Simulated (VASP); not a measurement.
# MgF2 (P4_2/mnm) in VASP: further runs, part 2 of 3

VASP 6.6.1. The steps go on from the part before.

### Step 3. Single point, PBE (biaxial strain in the a-b plane: -3.0 %)

INCAR reads:

```
  ALGO = Normal
  EDIFF = 1E-6
  ENCUT = 600
  GGA = PE
  GGA_COMPAT = F
  ISIF = 2
  ISMEAR = 0
  LASPH = T
  LCHARG = F
  LREAL = F
  LWAVE = F
  NBANDS = 25
  NELM = 120
  PREC = Accurate
  SIGMA = 0.02
```

KPOINTS reads:

```
k-points
0
Gamma
  6 6 8
```

POSCAR reads:

```
MgF2
1.0
    4.5566536170      0.0000000000      0.0000000000
    0.0000000000      4.5566536170      0.0000000000
    0.0000000000      0.0000000000      3.1486657598
Mg F
2 4
Direct
    0.5000000000      0.5000000000      0.5000000000
    0.0000000000      0.0000000000      0.0000000000
    0.6963745056      0.6963745056      0.0000000000
    0.8036254944      0.1963745056      0.5000000000
    0.3036254944      0.3036254944      0.0000000000
    0.1963745056      0.8036254944      0.5000000000
```

Potentials or basis: VASP PAW PBE potentials, release 64 (Mg, F).

Launch:

```console
> cat potpaw_PBE.64/Mg/POTCAR potpaw_PBE.64/F/POTCAR > POTCAR
> mpirun -np 1 vasp_std > vasp.out
```

OUTCAR:

```text
EDIFF = 1E-6
   ENCUT = 600
   GGA = PE
   ISIF = 2
   ISMEAR = 0
   LASPH = T
   LREAL = F
   NELM = 120
   PREC = Accurate

 ion  position               nearest neighbor table
   1  0.500  0.500  0.500-   4 1.96   6 1.96   5 2.02   3 2.02   3 2.02   5 2.02   2 3.59   2 3.59
                             2 3.59   2 3.59   2 3.59   2 3.59   2 3.59   2 3.59
   2  0.000  0.000  0.000-   3 1.96   5 1.96   4 2.02   6 2.02   4 2.02   6 2.02   1 3.59   1 3.59
                             1 3.59   1 3.59   1 3.59   1 3.59   1 3.59   1 3.59
   3  0.696  0.696  0.000-   2 1.96   1 2.02   1 2.02
   4  0.804  0.196  0.500-   1 1.96   2 2.02   2 2.02
   5  0.304  0.304  0.000-   2 1.96   1 2.02   1 2.02
   6  0.196  0.804  0.500-   1 1.96   2 2.02   2 2.02

  LATTYP: Found a simple tetragonal cell.
 ALAT       =     4.5566536170
 C/A-ratio  =     0.6910039745

  Lattice vectors:

 A1 = (   4.5566536170,   0.0000000000,   0.0000000000)
 A2 = (   0.0000000000,   4.5566536170,   0.0000000000)
 A3 = (   0.0000000000,   0.0000000000,   3.1486657598)

Analysis of symmetry for initial positions (statically):
=====================================================================
 Subroutine PRICEL returns:
 Original cell was already a primitive cell.

 Routine SETGRP: Setting up the symmetry group for a
 simple tetragonal supercell.

 Subroutine GETGRP returns: Found 16 space group operations
 (whereof  8 operations were pure point group operations)
 out of a pool of 16 trial point group operations.

The static configuration has the point symmetry D_2h.
 The point group associated with its full space group is D_4h.

Analysis of symmetry for dynamics (positions and initial velocities):
=====================================================================
 Subroutine PRICEL returns:
 Original cell was already a primitive cell.

 Routine SETGRP: Setting up the symmetry group for a
 simple tetragonal supercell.

 Subroutine GETGRP returns: Found 16 space group operations
[... 134 lines left out ...]
  Fermi-wavevector in a.u.,A,eV,Ry     =   1.290185  2.438096 22.647947  1.664577
  Thomas-Fermi vector in A             =   2.422032
   LORBIT       =      0    0 simple, 1 ext, 2 COOP (PROOUT), +10 PAW based schemes
   GGA     = PE    functional components
   LHFCALC =     F    Hartree Fock is set to
   AEXX    =    0.0000 exact exchange contribution
   IVDW    =     0    specifies the selected vdW correction
   LEPSILON=     F    determine dielectric tensor
   LRPA    =     F    only Hartree local field effects (RPA)
 non-spin polarized calculation
 Gauss-broadening in eV      SIGMA  =   0.02
  energy-cutoff  :      600.00
  volume of cell :       65.38
 maximum number of plane-waves:      2202
   NGX = 19   NGY = 19   NGZ = 13

 number of electron      32.0000016 magnetization

 Free energy of the ion-electron system (eV)
  ---------------------------------------------------
  ext. energy  EPLUGINS =         0.00000000
  ---------------------------------------------------
  free energy    TOTEN  =       -31.48927458 eV

  energy without entropy =      -31.48927458  energy(sigma->0) =      -31.48927458

 E-fermi :  -1.0746     XC(G=0):  -9.7311

 val. band max:       -1.2064639652   @ k =   0.0000   0.0000   0.0000
 cond. band min:       5.8140413966   @ k =   0.0000   0.0000   0.0000
 fundamental gap:      7.0205053618
 Fermi energy:        -1.0746453860

 k-point     1 :       0.0000    0.0000    0.0000
  band No.  band energies     occupation
      1     -21.9236      2.00000
      2     -21.0849      2.00000
      3     -21.0849      2.00000
      4     -21.0210      2.00000
      5      -5.2007      2.00000
      6      -3.6576      2.00000
[... 661 lines left out ...]
     24      15.0281      0.00000
     25      16.5066      0.00000

 [... further k-points ...]

------------------------ aborting loop because EDIFF is reached ----------------------------------------

  FORCE on cell =-STRESS in cart. coord.  units (eV):
  Direction    XX          YY          ZZ          XY          YZ          ZX
  --------------------------------------------------------------------------------------
  -------------------------------------------------------------------------------------
  Total        1.9964116      1.9964116     -0.2910547      0.0000000      0.0000000      0.0000000
  in kB       48.9262674     48.9262674     -7.1329069      0.0000000      0.0000000      0.0000000
  external PRESSURE =      30.2398759 kB  Pullay stress =       0.0000000 kB

 VOLUME and BASIS-vectors are now :
 -----------------------------------------------------------------------------
  energy-cutoff  :      600.00
  volume of cell :       65.38
      direct lattice vectors                 reciprocal lattice vectors
     4.556653617  0.000000000  0.000000000     0.219459297  0.000000000  0.000000000
     0.000000000  4.556653617  0.000000000     0.000000000  0.219459297  0.000000000
     0.000000000  0.000000000  3.148665760     0.000000000  0.000000000  0.317594841

 POSITION                                       TOTAL-FORCE (eV/Angst)
 -----------------------------------------------------------------------------------
      2.27833      2.27833      1.57433         0.000000      0.000000      0.000000
      0.00000      0.00000      0.00000         0.000000      0.000000      0.000000
      3.17314      3.17314      0.00000        -0.020259     -0.020259      0.000000
      3.66184      0.89481      1.57433         0.020259     -0.020259      0.000000
      1.38352      1.38352      0.00000         0.020259      0.020259     -0.000000
      0.89481      3.66184      1.57433        -0.020259      0.020259     -0.000000
 -----------------------------------------------------------------------------------
    total drift:                                0.000000     -0.000000     -0.000000

  FREE ENERGIE OF THE ION-ELECTRON SYSTEM (eV)
  ---------------------------------------------------
  free  energy   TOTEN  =       -31.4892745838 eV

  energy  without entropy=      -31.4892745838  energy(sigma->0) =      -31.48927458
```

It took 26 s on 1 thread of Intel Xeon 6975P-C (Granite Rapids), shared host; peak memory 0.23 GiB.

What came out:

* Free energy: -31.4893 eV
* Pressure: 3.0 GPa
* Largest force: 0.029 eV/Å
* Band gap on the k mesh: 7.02 eV, direct

Forces on the atoms (eV/Å):
```
Mg   0.000  0.000  0.000
Mg   0.000  0.000  0.000
F   -0.020 -0.020  0.000
F    0.020 -0.020  0.000
F    0.020  0.020  0.000
F   -0.020  0.020  0.000
```

Stress tensor (GPa, compression positive):
```
 4.89  0.00  0.00
 0.00  4.89  0.00
 0.00  0.00 -0.71
```

Levels at points of the mesh, in eV from the valence-band top:
```
           k point  band 13  band 14  band 15  band 16  band 17  band 18  band 19  band 20
(0.00, 0.00, 0.00)    -0.75    -0.27    -0.27     0.00     7.02    12.13    12.13    13.32
(0.50, 0.00, 0.00)    -1.01    -1.01    -0.35    -0.35     9.47     9.47    13.32    13.32
(0.50, 0.50, 0.00)    -0.89    -0.89    -0.69    -0.69    11.19    11.19    11.27    11.27
(0.00, 0.00, 0.50)    -1.16    -1.16    -0.82    -0.82    11.60    11.60    14.73    14.73
(0.50, 0.00, 0.50)    -0.68    -0.68    -0.62    -0.62    12.67    12.67    13.21    13.21
(0.50, 0.50, 0.50)    -0.56    -0.56    -0.43    -0.43    13.25    13.25    13.38    13.38
```

Caveat: the cell differs from its parent crystal (biaxial strain in the a-b plane: -3.0 %). A k mesh can miss the band edges.

[end of part 2 of 3]
